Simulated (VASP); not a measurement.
Input of a VASP 6.6.1 run:

The input INCAR:

```
SYSTEM = MnO2
PREC = Accurate
ENCUT = 520
EDIFF = 1E-6
ISMEAR = -1
SIGMA = 0.05
LREAL = .False.
LASPH = .True.
NELM = 150
ALGO = Normal
ISIF = 2
LWAVE = .False.
LCHARG = .True.
ISPIN = 2
MAGMOM = -2.09 0 0
LORBIT = 11
LMAXMIX = 4
GGA = PE
LELF = .True.
LVHAR = .True.
NBANDS = 24
```

Contents of KPOINTS:

```
Automatic mesh
0
Gamma
  11 11 6
  0 0 0
```

File POSCAR:

```
MnO2
1.0
    2.8565781804      0.0000000000      0.0000000000
   -1.4282890902      2.4738692722      0.0000000000
    0.0000000000      0.0000000000      4.6013740589
Mn O
1 2
Direct
    0.0000000000      0.0000000000      0.5000000000
    0.3333333333      0.6666666667      0.7062925700
    0.6666666667      0.3333333333      0.2937074300
```

Potentials or basis: VASP PAW PBE potentials, release 64 (Mn_pv, O).

The run is started by

```sh
$ cat potpaw_PBE.64/Mn_pv/POTCAR potpaw_PBE.64/O/POTCAR > POTCAR
$ mpirun -np 1 vasp_std > vasp.out
```

Task: Estimate the band gap on the k mesh.

Result: 0.81 eV (least direct gap 0.87 eV).

Task: What does it give for the site moments?

Result: Mn -2.83; O -0.04 μB.

Task: What does it give for the pressure?

Result: 5.8 GPa.

Forces on the atoms (eV/Å):
```
Mn   0.000  0.000  0.000
O    0.000  0.000  0.310
O    0.000  0.000 -0.310
```

Caveat: the cell stands under pressure; an odd mesh through Γ misses points on the zone boundary, where band edges can lie; a cell with one magnetic atom can't hold antiferromagnetic order, which such compounds often take.
